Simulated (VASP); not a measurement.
Input of a VASP 6.6.1 run:

INCAR

```
PREC = Accurate
ENCUT = 520
EDIFF = 1E-6
ISMEAR = -1
SIGMA = 0.1
LREAL = False
LASPH = True
NELM = 80
ALGO = Normal
ISIF = 2
LWAVE = False
LCHARG = False
GGA = PE
NBANDS = 12
```

The input KPOINTS:

```
Automatic mesh
0
Gamma
  24 24 24
```

Contents of POSCAR:

```
Cu
1.0
    0.0000000000      1.7900508290      1.7900508290
    1.7900508290      0.0000000000      1.7900508290
    1.7900508290      1.7900508290      0.0000000000
Cu
1
Direct
    0.0000000000      0.0000000000      0.0000000000
```

Potentials or basis: VASP PAW PBE potentials, release 64 (Cu).

Run with:

```bash
$ cat potpaw_PBE.64/Cu/POTCAR > POTCAR
$ mpirun -np 1 vasp_std > vasp.out
```

Problem. Predict the pressure.

Solution. 7.0 GPa.

Problem. Predict the band gap on the k mesh.

Solution. Zero (an odd number of electrons rules out a gap without spin polarisation).

Caveat: the cell stands under pressure.
